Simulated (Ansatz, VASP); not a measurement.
# Mg7VO8 in VASP and in Ansatz

File INCAR:

```
  ALGO = Normal
  EDIFF = 1E-7
  ENCUT = 520
  GGA = PS
  ISIF = 2
  ISMEAR = 0
  ISPIN = 2
  LASPH = True
  LCHARG = False
  LDAU = True
  LDAUJ = 0 0 0
  LDAUL = 2 -1 -1
  LDAUPRINT = 1
  LDAUTYPE = 2
  LDAUU = 3 0 0
  LMAXMIX = 4
  LORBIT = 11
  LREAL = Auto
  LWAVE = False
  MAGMOM = 0.81 0 0 0 0 0 0 0 0 -0.01 0.02 -0.01 -0.01 0.02 -0.01 0
  NBANDS = 56
  NELM = 150
  PREC = Accurate
  SIGMA = 0.05
```

KPOINTS

```
k-points
0
Gamma
  4 4 4
```

The input POSCAR:

```
Mg7VO8
1.0
    0.0000000000      4.2136000000      4.2136000000
    4.2136000000      0.0000000000      4.2136000000
    4.2136000000      4.2136000000      0.0000000000
V Mg O
1 7 8
Direct
    0.0000000000      1.0000000000      1.0000000000
    0.0000000000      0.0000000000      0.5000000000
    0.0000000000      0.5000000000      0.0000000000
    0.0000000000      0.5000000000      0.5000000000
    0.5000000000      0.0000000000      0.0000000000
    0.5000000000      0.0000000000      0.5000000000
    0.5000000000      0.5000000000      0.0000000000
    0.5000000000      0.5000000000      0.5000000000
    0.2500000000      0.2500000000      0.2500000000
    0.2535382166      0.2535382166      0.7464617834
    0.2535382166      0.7464617834      0.2535382166
    0.2535382166      0.7464617834      0.7464617834
    0.7464617834      0.2535382166      0.2535382166
    0.7464617834      0.2535382166      0.7464617834
    0.7464617834      0.7464617834      0.2535382166
    0.7500000000      0.7500000000      0.7500000000
```

Input for Ansatz:

```yaml
crystal:
  lattice:
    - [0.0, 4.2136, 4.2136]
    - [4.2136, 0.0, 4.2136]
    - [4.2136, 4.2136, 0.0]
  atoms:
    - { symbol: V, position: [0.0, 1.0, 1.0], spin: 1.0 }
    - { symbol: Mg, position: [0.0, 0.0, 0.5] }
    - { symbol: Mg, position: [0.0, 0.5, 0.0] }
    - { symbol: Mg, position: [0.0, 0.5, 0.5] }
    - { symbol: Mg, position: [0.5, 0.0, 0.0] }
    - { symbol: Mg, position: [0.5, 0.0, 0.5] }
    - { symbol: Mg, position: [0.5, 0.5, 0.0] }
    - { symbol: Mg, position: [0.5, 0.5, 0.5] }
    - { symbol: O, position: [0.25, 0.25, 0.25] }
    - { symbol: O, position: [0.2535382166, 0.2535382166, 0.7464617834] }
    - { symbol: O, position: [0.2535382166, 0.7464617834, 0.2535382166] }
    - { symbol: O, position: [0.2535382166, 0.7464617834, 0.7464617834] }
    - { symbol: O, position: [0.7464617834, 0.2535382166, 0.2535382166] }
    - { symbol: O, position: [0.7464617834, 0.2535382166, 0.7464617834] }
    - { symbol: O, position: [0.7464617834, 0.7464617834, 0.2535382166] }
    - { symbol: O, position: [0.75, 0.75, 0.75] }
basis:
  ecutwfc: 420
  ecutrho_ratio: 4
kpoints:
  mp_grid: { grid: [4, 4, 4] }
hamiltonian:
  xc: pbesol
  hubbard:
    sites:
      - { site: 0, l: d, u_eff: 3.0, starting_ns: [{ spin: up, occupation_matrix: s0up }, { spin: down, occupation_matrix: s0down }] }
    occupation_matrices:
      s0up:
        matrix:
          - [0.02, 0.0, 0.0, 0.0, 0.0]
          - [0.0, 0.495, 0.0, 0.0, -0.475]
          - [0.0, 0.0, 0.97, 0.0, 0.0]
          - [0.0, 0.0, 0.0, 0.02, 0.0]
          - [0.0, -0.475, 0.0, 0.0, 0.495]
      s0down:
        matrix:
          - [0.02, 0.0, 0.0, 0.0, 0.0]
          - [0.0, 0.25587, 0.0, -0.41042, 0.0]
          - [0.0, 0.0, 0.02, 0.0, 0.0]
          - [0.0, -0.41042, 0.0, 0.73413, 0.0]
          - [0.0, 0.0, 0.0, 0.0, 0.02]
    ns_hold: { iters: 12 }
scf:
  occupations: { method: gaussian, width: 0.05 }
  lower_state_search: "off"
  max_iter: 150
output:
  forces: true
  stress: true
  eigenvalues: true
  populations: true
  hubbard: { sites: [{ site: 0, l: d }] }
magnetization:
  spin_polarized: true
```

Alike in both runs: task single point; functional PBEsol; k mesh 4 × 4 × 4; occupations gaussian, width 0.05 eV; collinear spin; Hubbard terms V d U = 3.0 eV.

|  | VASP | Ansatz |
| --- | --- | --- |
| version | VASP 6.6.1 | Ansatz 0.2.0 |
| potentials or method | VASP PAW PBE potentials, release 64 (V_sv, Mg, O), cutoff 520 eV | scalar-relativistic, plane waves, PAW |
| valence electrons in the cell | 75 | 131 |

```csv
,VASP,Ansatz,Ansatz less VASP
gap on the k mesh at the Fermi level (eV),1.73,1.53,-0.208
least direct gap on the mesh (eV),2.20,2.06,-0.146
pressure (GPa),1.9,1.8,-0.07
rms of the force components (eV/Å),0.027,0.007,-0.0202
net moment per atom (μB),0.19,0.06,-0.125
size of the moment on the site where the two differ most (μB),2.63,0.73,-1.899
```

The net moments are unlike, so the other rows may belong to different states. VASP's potentials were made for PBE, not for PBEsol. Site moments also hang on the region over which each program counts them. The programs project onto different local orbitals, so the same U acts differently, and such runs can settle in different states. Atom by atom the forces differ by 0.034 eV/Å (rms over components). VASP's potentials hold 75 valence electrons a cell and Ansatz's 131, so a difference there can come from the potentials and not from the codes. Ansatz's warnings: specified occupation not kept, symmetry narrowed by occupation matrices.
